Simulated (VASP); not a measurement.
# ZnSe (F-43m) in VASP: relaxation of cell and atoms with PBE

Aim: the relaxation of cell and atoms of ZnSe with PBE.

Program: VASP 6.6.1. These are calculated values, not measurements. Logs are shortened: lines on timing, memory, paths and dates and some standing lists are left out, and cuts for length are marked.

## Step 1: The cell of the first run

It takes space group F-43m (No. 216, cubic). Conventional cell: a = 5.732 Å, b = 5.732 Å, c = 5.732 Å, α = 90.00°, β = 90.00°, γ = 90.00°. Zn (site symmetry -43m) has 4 Se at 2.48 Å within 3.3 Å. Within 3.3 Å of Se (site symmetry -43m) lie 4 Zn at 2.48 Å.

## Step 2: Relaxation of cell and atoms, PBE

INCAR reads:

```
PREC = Accurate
ENCUT = 500
EDIFF = 1E-7
ISMEAR = 0
SIGMA = 0.01
LREAL = False
LASPH = True
NELM = 120
ALGO = Normal
ISIF = 3
LWAVE = False
LCHARG = False
GGA = PE
IBRION = 2
NSW = 80
EDIFFG = -0.001
GGA_COMPAT = False
NELMIN = 4
```

KPOINTS reads:

```
regular mesh
0
Gamma
  8 8 8
```

POSCAR reads:

```
ZnSe
1.0
    0.0000000000      2.8659201419      2.8659201419
    2.8659201419      0.0000000000      2.8659201419
    2.8659201419      2.8659201419      0.0000000000
Zn Se
1 1
Direct
    0.0000000000      0.0000000000      0.0000000000
    0.2500000000      0.2500000000      0.2500000000
```

Potentials or basis: VASP PAW PBE potentials, release 64 (Zn, Se).

Command:

```bash
cat potpaw_PBE.64/Zn/POTCAR potpaw_PBE.64/Se/POTCAR > POTCAR
mpirun -np 1 vasp_std > vasp.out
```

OUTCAR:

```text
PREC = Accurate
   ENCUT = 500
   EDIFF = 1E-7
   ISMEAR = 0
   LREAL = False
   LASPH = True
   NELM = 120
   ISIF = 3
   GGA = PE
   IBRION = 2
   NSW = 80
   EDIFFG = -0.001
   NELMIN = 4

 ion  position               nearest neighbor table
   1  0.000  0.000  0.000-   2 2.48   2 2.48   2 2.48   2 2.48
   2  0.250  0.250  0.250-   1 2.48   1 2.48   1 2.48   1 2.48

  LATTYP: Found a face centered cubic cell.
 ALAT       =     5.7318402838

  Lattice vectors:

 A1 = (   0.0000000000,   2.8659201419,   2.8659201419)
 A2 = (   2.8659201419,   0.0000000000,   2.8659201419)
 A3 = (   2.8659201419,   2.8659201419,   0.0000000000)

Analysis of symmetry for initial positions (statically):
=====================================================================
 Subroutine PRICEL returns:
 Original cell was already a primitive cell.

 Routine SETGRP: Setting up the symmetry group for a
 face centered cubic supercell.

 Subroutine GETGRP returns: Found 24 space group operations
 (whereof 24 operations were pure point group operations)
 out of a pool of 48 trial point group operations.

The static configuration has the point symmetry T_d .

Analysis of symmetry for dynamics (positions and initial velocities):
=====================================================================
 Subroutine PRICEL returns:
 Original cell was already a primitive cell.

 Routine SETGRP: Setting up the symmetry group for a
 face centered cubic supercell.

 Subroutine GETGRP returns: Found 24 space group operations
 (whereof 24 operations were pure point group operations)
 out of a pool of 48 trial point group operations.

The dynamic configuration has the point symmetry T_d .

 Subroutine INISYM returns: Found 24 space group operations
 (whereof 24 operations are pure point group operations),
 and found     1 'primitive' translations

----------------------------------------------------------------------------------------

                                     Primitive cell

  volume of cell :      47.0785

  direct lattice vectors                    reciprocal lattice vectors
     0.000000000  2.865920142  2.865920142    -0.174464038  0.174464038  0.174464038
     2.865920142  0.000000000  2.865920142     0.174464038 -0.174464038  0.174464038
     2.865920142  2.865920142  0.000000000     0.174464038  0.174464038 -0.174464038

  length of vectors
     4.053023133  4.053023133  4.053023133     0.302180578  0.302180578  0.302180578

  position of ions in fractional coordinates (direct lattice)
     0.000000000  0.000000000  0.000000000
     0.250000000  0.250000000  0.250000000

  ion indices of the primitive-cell ions
   primitive index   ion index
                 1           1
                 2           2

----------------------------------------------------------------------------------------

 KPOINTS: regular mesh

Automatic generation of k-mesh.
 Grid dimensions read from file:
 generate k-points for:    8    8    8

 Generating k-lattice:

  Cartesian coordinates                     Fractional coordinates (reciprocal lattice)
    -0.021808005  0.021808005  0.021808005     0.125000000  0.000000000  0.000000000
     0.021808005 -0.021808005  0.021808005     0.000000000  0.125000000  0.000000000
     0.021808005  0.021808005 -0.021808005     0.000000000  0.000000000  0.125000000

  Length of vectors
     0.037772572  0.037772572  0.037772572

  Shift w.r.t. Gamma in fractional coordinates (k-lattice)
     0.000000000  0.000000000  0.000000000

 Subroutine IBZKPT returns following result:
 ===========================================

 Found     29 irreducible k-points:

 Following reciprocal coordinates:
            Coordinates               Weight
  0.000000  0.000000  0.000000      1.000000
  0.125000  0.000000  0.000000      8.000000
  0.250000  0.000000  0.000000      8.000000
  0.375000  0.000000  0.000000      8.000000
  0.500000  0.000000  0.000000      4.000000
  0.125000  0.125000  0.000000      6.000000
[... 16 lines left out ...]
  0.500000  0.250000  0.125000     48.000000
 -0.375000  0.250000  0.125000     24.000000
 [... further k-points ...]
   k-points           NKPTS =     29   k-points in BZ     NKDIM =     29   number of bands    NBANDS=     13
   number of dos      NEDOS =    301   number of ions     NIONS =      2
   total plane-waves  NPLWV =  27000
   dimension x,y,z NGX =    30 NGY =   30 NGZ =   30
   dimension x,y,z NGXF=    60 NGYF=   60 NGZF=   60
   ions per type =               1   1
   NGX,Y,Z   is equivalent  to a cutoff of  12.31, 12.31, 12.31 a.u.
   NGXF,Y,Z  is equivalent  to a cutoff of  24.61, 24.61, 24.61 a.u.
 SYSTEM =  unknown system
   PREC   = accura    normal or accurate (medium, high low for compatibility)
   ISTART =      0    job   : 0-new  1-cont  2-samecut
   ICHARG =      2    charge: 1-file 2-atom 10-const
   ISPIN  =      1    spin polarized calculation?
   LNONCOLLINEAR =      F non collinear calculations
   LSORBIT =      F    spin-orbit coupling
   LASPH  =      T    aspherical Exc in radial PAW
   ENCUT  =  500.0 eV  36.75 Ry    6.06 a.u.   7.39  7.39  7.39*2*pi/ulx,y,z
   NELM   =    120;   NELMIN=  4; NELMDL= -5     # of ELM steps
   EDIFF  = 0.1E-06   stopping-criterion for ELM
   LREAL  =      F    real-space projection
   EDIFFG = -.1E-02   stopping-criterion for IOM
   NSW    =     80    number of steps for IOM
   IBRION =      2    ionic relax: 0-MD 1-quasi-New 2-CG
   NFREE  =      1    steps in history (QN), initial steepest desc. (CG)
   ISIF   =      3    stress and relaxation
   ISYM   =      2    0-nonsym 1-usesym 2-fastsym
   POTIM  = 0.5000    time-step for ionic-motion
   TEBEG  =    0.0;   TEEND  =   0.0 temperature during run
   PSTRESS=    0.0 pullay stress
   NELECT =      18.0000    total number of electrons
   NUPDOWN=      -1.0000    fix difference up-down
   EMIN   =  10.00;   EMAX   =-10.00  energy-range for DOS
   EFERMI =   0.00;   METHOD = LEGACY
   ISMEAR =     0;   SIGMA  =   0.01  broadening in eV -4-tet -1-fermi 0-gaus
   EFERMI_NEDOS =   21; number of points for ismear=-14 and -15
   IALGO  =     38    algorithm
   IMIX   =      4    mixing-type and parameters
     AMIX     =   0.40;   BMIX     =  1.00
     AMIX_MAG =   1.60;   BMIX_MAG =  1.00
  volume/ion in A,a.u.               =      23.54       158.85
  Fermi-wavevector in a.u.,A,eV,Ry     =   1.188206  2.245383 19.209147  1.411832
  Thomas-Fermi vector in A             =   2.324340
   LORBIT       =      0    0 simple, 1 ext, 2 COOP (PROOUT), +10 PAW based schemes
   GGA     = PE    functional components
   LHFCALC =     F    Hartree Fock is set to
   AEXX    =    0.0000 exact exchange contribution
   IVDW    =     0    specifies the selected vdW correction
   LEPSILON=     F    determine dielectric tensor
   LRPA    =     F    only Hartree local field effects (RPA)
 conjugate gradient relaxation of ions
 non-spin polarized calculation
 Gauss-broadening in eV      SIGMA  =   0.01
  energy-cutoff  :      500.00
  volume of cell :       47.08
 maximum number of plane-waves:      1243
 NGX is ok and might be reduce to    30
   NGX = 15   NGY = 15   NGZ = 15

--------------------------------------- Ionic step        1  -------------------------------------------

 number of electron      18.0000017 magnetization

 Free energy of the ion-electron system (eV)
  ---------------------------------------------------
  ext. energy  EPLUGINS =         0.00000000
  ---------------------------------------------------
  free energy    TOTEN  =        -6.03229767 eV

  energy without entropy =       -6.03229767  energy(sigma->0) =       -6.03229767

------------------------ aborting loop because EDIFF is reached ----------------------------------------

  FORCE on cell =-STRESS in cart. coord.  units (eV):
  Direction    XX          YY          ZZ          XY          YZ          ZX
  --------------------------------------------------------------------------------------
  -------------------------------------------------------------------------------------
  Total        0.0709005      0.0709005      0.0709005     -0.0000000     -0.0000000      0.0000000
  in kB        2.4128909      2.4128909      2.4128909     -0.0000000     -0.0000000      0.0000000
  external PRESSURE =       2.4128909 kB  Pullay stress =       0.0000000 kB

 VOLUME and BASIS-vectors are now :
 -----------------------------------------------------------------------------
  energy-cutoff  :      500.00
  volume of cell :       47.08
      direct lattice vectors                 reciprocal lattice vectors
     0.000000000  2.865920142  2.865920142    -0.174464038  0.174464038  0.174464038
     2.865920142  0.000000000  2.865920142     0.174464038 -0.174464038  0.174464038
     2.865920142  2.865920142  0.000000000     0.174464038  0.174464038 -0.174464038
[... 37 lines left out ...]
 POSITION                                       TOTAL-FORCE (eV/Angst)
 -----------------------------------------------------------------------------------
      5.74164      5.74164      5.74164        -0.000000      0.000000     -0.000000
      1.43541      1.43541      1.43541         0.000000     -0.000000      0.000000
 -----------------------------------------------------------------------------------
    total drift:                               -0.000000     -0.000000     -0.000000

  FREE ENERGIE OF THE ION-ELECTRON SYSTEM (eV)
  ---------------------------------------------------
  free  energy   TOTEN  =        -6.0324148543 eV

  energy  without entropy=       -6.0324148543  energy(sigma->0) =       -6.03241485

--------------------------------------- Ionic step        3  -------------------------------------------

 number of electron      18.0000016 magnetization

 Free energy of the ion-electron system (eV)
  ---------------------------------------------------
  ext. energy  EPLUGINS =         0.00000000
  ---------------------------------------------------
  free energy    TOTEN  =        -6.03242727 eV

  energy without entropy =       -6.03242727  energy(sigma->0) =       -6.03242727

 E-fermi :   1.3587     XC(G=0):  -9.1506

 val. band max:        1.2975642679   @ k =   0.0000   0.0000   0.0000
 cond. band min:       2.4380781314   @ k =   0.0000   0.0000   0.0000
 fundamental gap:      1.1405138636
 Fermi energy:         1.3586941157

 k-point     1 :       0.0000    0.0000    0.0000
  band No.  band energies     occupation
      1     -11.7272      2.00000
      2      -5.1184      2.00000
      3      -5.1184      2.00000
      4      -5.1184      2.00000
      5      -4.7820      2.00000
      6      -4.7820      2.00000
      7       1.2976      2.00000
      8       1.2976      2.00000
      9       1.2976      2.00000
     10       2.4381      0.00000
     11       7.1078      0.00000
     12       7.1078      0.00000
     13       7.1078      0.00000

 k-point     2 :       0.1250    0.0000    0.0000
  band No.  band energies     occupation
      1     -11.6337      2.00000
      2      -5.1094      2.00000
      3      -5.1039      2.00000
      4      -5.1039      2.00000
      5      -4.7831      2.00000
      6      -4.7831      2.00000
      7       0.0024      2.00000
      8       1.1559      2.00000
      9       1.1559      2.00000
     10       3.4344      0.00000
     11       7.0259      0.00000
[... 339 lines left out ...]
 k-point    24 :      -0.3750    0.2500    0.1250
  band No.  band energies     occupation
      1     -10.8800      2.00000
      2      -5.0207      2.00000
      3      -4.9891      2.00000
      4      -4.8085      2.00000
      5      -4.7750      2.00000
      6      -4.5899      2.00000
      7      -3.3879      2.00000
      8      -0.9841      2.00000
      9      -0.0749      2.00000
     10       5.4131      0.00000
     11       6.8739      0.00000
     12       8.6092      0.00000
     13       9.8459      0.00000

 [... further k-points ...]

------------------------ aborting loop because EDIFF is reached ----------------------------------------

  FORCE on cell =-STRESS in cart. coord.  units (eV):
  Direction    XX          YY          ZZ          XY          YZ          ZX
  --------------------------------------------------------------------------------------
  -------------------------------------------------------------------------------------
  Total       -0.0004742     -0.0004742     -0.0004742     -0.0000000      0.0000000      0.0000000
  in kB       -0.0160762     -0.0160762     -0.0160762     -0.0000000      0.0000000      0.0000000
  external PRESSURE =      -0.0160762 kB  Pullay stress =       0.0000000 kB

 VOLUME and BASIS-vectors are now :
 -----------------------------------------------------------------------------
  energy-cutoff  :      500.00
  volume of cell :       47.26
      direct lattice vectors                 reciprocal lattice vectors
    -0.000000000  2.869596407  2.869596407    -0.174240530  0.174240530  0.174240530
     2.869596407  0.000000000  2.869596407     0.174240530 -0.174240530  0.174240530
     2.869596407  2.869596407  0.000000000     0.174240530  0.174240530 -0.174240530

 POSITION                                       TOTAL-FORCE (eV/Angst)
 -----------------------------------------------------------------------------------
      0.00000      0.00000      0.00000         0.000000      0.000000      0.000000
      1.43480      1.43480      1.43480        -0.000000     -0.000000     -0.000000
 -----------------------------------------------------------------------------------
    total drift:                               -0.000000     -0.000000     -0.000001

  FREE ENERGIE OF THE ION-ELECTRON SYSTEM (eV)
  ---------------------------------------------------
  free  energy   TOTEN  =        -6.0324272726 eV

  energy  without entropy=       -6.0324272726  energy(sigma->0) =       -6.03242727

 reached required accuracy - stopping structural energy minimisation
```

Wall time 24 s (1 thread of Intel Xeon 6975P-C (Granite Rapids), shared host); peak memory 0.17 GiB.

Results:

| Property | Result |
| --- | --- |
| Free energy | -6.0324 eV |
| Relaxed volume | 23.63 Å³/atom |
| Relaxed cell | a = 4.058 Å, b = 4.058 Å, c = 4.058 Å, α = 60.00°, β = 60.00°, γ = 60.00° |
| Space group after relaxing (to 0.05 Å) | F-43m (No. 216) |
| Energy gained by relaxing | 0.1 meV/atom |
| Ionic steps | 3 |
| Pressure after relaxing | 0.0 GPa |
| Band gap on the k mesh | 1.14 eV, direct |

Step by step:
```tsv
step	energy change (eV)	largest force (eV/Å)	pressure (GPa)	volume (Å³)
1	0.0000	0.0000	0.24	47.08
2	-0.0001	0.0000	-0.06	47.32
3	-0.0001	0.0000	0.00	47.26
```

Final structure:
```
CELL_PARAMETERS angstrom
0.00000 2.86960 2.86960
2.86960 0.00000 2.86960
2.86960 2.86960 0.00000
ATOMIC_POSITIONS crystal
Zn 0.00000 0.00000 0.00000
Se 0.25000 0.25000 0.25000
```
